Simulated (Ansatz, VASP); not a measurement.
MgO in VASP and in Ansatz

File INCAR:

```
ALGO = Normal
EDIFF = 1E-6
ENCUT = 520
GGA = PE
ISIF = 2
ISMEAR = 0
LASPH = T
LCHARG = F
LREAL = F
LWAVE = F
NBANDS = 11
NELM = 60
PREC = Accurate
SIGMA = 0.05
```

File KPOINTS:

```
k-points
0
Gamma
  9 9 8
```

Contents of POSCAR:

```
MgO
1.0
    2.8498802763      0.0000000000      0.0000000000
   -1.4249401382      2.4680687170      0.0000000000
    0.0000000000      0.0000000000      2.7600704000
Mg O
1 1
Direct
    0.0000000000      0.0000000000      0.0000000000
    0.3333333333      0.6666666667      0.5000000000
```

Input for Ansatz:

```yaml
crystal:
  lattice:
    - [2.8498802763, 0.0, 0.0]
    - [-1.4249401382, 2.468068717, 0.0]
    - [0.0, 0.0, 2.7600704]
  atoms:
    - { symbol: Mg, position: [0.0, 0.0, 0.0] }
    - { symbol: O, position: [0.3333333333, 0.6666666667, 0.5] }
basis:
  ecutwfc: 420
kpoints:
  mp_grid: { grid: [9, 9, 8] }
hamiltonian:
  xc: pbe
scf:
  occupations: { method: gaussian, width: 0.05 }
output:
  forces: true
  stress: true
  eigenvalues: true
```

Change from the starting cell: strain -0.030 along x and y, +0.030 along z, atoms carried along.

Alike in both runs: task single point; functional PBE; k mesh 9 × 9 × 8; occupations gaussian, width 0.05 eV; no spin polarisation.

|  | VASP | Ansatz |
| --- | --- | --- |
| version | VASP 6.6.1 | Ansatz 0.2.0 |
| potentials or method | VASP PAW PBE potentials, release 64 (Mg, O), cutoff 520 eV | scalar-relativistic, plane waves, PAW |
| valence electrons in the cell | 8 | 16 |

VASP gave:

```
gap on the k mesh at the Fermi level (eV)                     : 2.89
least direct gap on the mesh (eV)                             : 3.30
pressure (GPa)                                                : 2.9
traceless stress, the component that is largest in VASP (GPa) : -21.44
```

Question: Which values does Ansatz return?

Answer: gap on the k mesh at the Fermi level (eV): 2.92; least direct gap on the mesh (eV): 3.32; pressure (GPa): 3.5; traceless stress, the component that is largest in VASP (GPa): -21.26.

The functional is the same, so the differences come from potentials, cutoffs and numerics. VASP's potentials hold 8 valence electrons a cell and Ansatz's 16, so a difference there can come from the potentials and not from the codes.
